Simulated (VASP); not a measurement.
Here is a VASP 6.6.1 calculation.

INCAR

```
SYSTEM = VN
PREC = Accurate ; ENCUT = 1330
EDIFF = 1E-6 ; ISMEAR = 0
SIGMA = 0.05 ; LREAL = .FALSE.
LASPH = .TRUE. ; NELM = 200
ALGO = Normal ; ISIF = 2
LWAVE = .FALSE. ; LCHARG = .FALSE.
ISPIN = 2 ; MAGMOM = 0.05 0
LORBIT = 11 ; LMAXMIX = 4
GGA = RP ; IVDW = 13
NBANDS = 20 ; GGA_COMPAT = .FALSE.
```

Contents of KPOINTS:

```
regular mesh
0
G
  10 10 10
  0 0 0
```

Contents of POSCAR:

```
VN
1.0
    0.0000000000      2.0146457733      2.0146457733
    2.0146457733      0.0000000000      2.0146457733
    2.0146457733      2.0146457733      0.0000000000
V N
1 1
Direct
    0.0000000000      0.0000000000      0.0000000000
    0.5000000000      0.5000000000      0.5000000000
```

Potentials or basis: VASP PAW PBE potentials, release 64 (V_sv, N_h).

Command:

```bash
$ cat potpaw_PBE.64/V_sv/POTCAR potpaw_PBE.64/N_h/POTCAR > POTCAR
$ mpirun -np 1 vasp_std > vasp.out
```

(1) What does it give for the net moment?

(2) Estimate the pressure.

(3) What does it give for the band gap on the k mesh?

(4) What does it give for the dispersion energy per atom?

Results:

(1) 0.00 μB per cell.

(2) 8.0 GPa.

(3) zero (filled and empty bands overlap).

(4) -0.853 eV.

Caveat: the cell stands under pressure; the PAW data sets were made with another functional, which shifts forces and pressure a little.
